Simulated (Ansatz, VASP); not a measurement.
# Two plane-wave programs on PbI2

The input POSCAR:

```
PbI2
1.0
    4.5640817087      0.0000000000      0.0000000000
   -2.2820408544      3.9526107047      0.0000000000
    0.0000000000      0.0000000000      7.0475121431
Pb I
1 2
Direct
    0.0000000000      0.0000000000      0.0000000000
    0.3333333333      0.6666666667      0.2667067994
    0.6666666667      0.3333333333      0.7332932006
```

Contents of INCAR.step1:

```
SYSTEM = PbI2
  ALGO = Normal
  EDIFF = 1E-5
  ENCUT = 550
  GGA = PE
  GGA_COMPAT = .FALSE.
  ISMEAR = 0
  LASPH = .TRUE.
  LCHARG = .FALSE.
  LREAL = .FALSE.
  LWAVE = .TRUE.
  NBANDS = 21
  NELM = 120
  PREC = Accurate
  SIGMA = 0.01
```

File INCAR.step2:

```
SYSTEM = PbI2
  ALGO = Normal
  EDIFF = 1E-6
  ENCUT = 550
  GGA_COMPAT = .FALSE.
  ISIF = 2
  ISMEAR = 0
  ISTART = 1
  LASPH = .TRUE.
  LCHARG = .FALSE.
  LMIXTAU = .TRUE.
  LREAL = .FALSE.
  LWAVE = .FALSE.
  METAGGA = R2SCAN
  NBANDS = 21
  NELM = 120
  PREC = Accurate
  SIGMA = 0.01
```

File KPOINTS:

```
k-points
0
G
  6 6 4
  0 0 0
```

Input for Ansatz:

```yaml
crystal:
  lattice:
    - [4.5640817087, 0.0, 0.0]
    - [-2.2820408544, 3.9526107047, 0.0]
    - [0.0, 0.0, 7.0475121431]
  atoms:
    - { symbol: Pb, position: [0.0, 0.0, 0.0] }
    - { symbol: I, position: [0.3333333333, 0.6666666667, 0.2667067994] }
    - { symbol: I, position: [0.6666666667, 0.3333333333, 0.7332932006] }
kpoints:
  mp_grid: { grid: [6, 6, 4] }
  band_path:
    path:
      - [0.0, 0.0, 0.0]
      - [0.5, 0.0, 0.0]
      - [0.3333333333, 0.3333333333, 0.0]
      - [0.0, 0.0, 0.5]
      - [0.5, 0.0, 0.5]
      - [0.3333333333, 0.3333333333, 0.5]
    npoints: 1
hamiltonian:
  xc: r2scan
scf:
  occupations: { method: fixed }
  n_extra_bands: 4
output:
  forces: true
  stress: true
  eigenvalues: true
```

Alike in both runs: task single point; functional r2SCAN; k mesh 6 × 6 × 4; no spin polarisation.

```csv
,VASP,Ansatz
version,VASP 6.6.1,Ansatz 0.2.0
potentials or method,"VASP PAW PBE potentials, release 64 (Pb_d, I)","plane waves, PAW"
plane-wave cutoff (eV),550,500
occupations,"gaussian, width 0.01 eV",fixed
valence electrons in the cell,28,48
```

```csv
,VASP,Ansatz,Ansatz less VASP
gap on the k mesh at the Fermi level (eV),2.62,2.63,+0.001
pressure (GPa),0.7,0.7,+0.01
rms of the force components (eV/Å),0.002,0.004,+0.0016
```

VASP's potentials were made for PBE, not for r2SCAN. Atom by atom the forces differ by 0.002 eV/Å (rms over components). VASP's potentials hold 28 valence electrons a cell and Ansatz's 48, so a difference there can come from the potentials and not from the codes.

Neither program's run includes spin-orbit coupling.
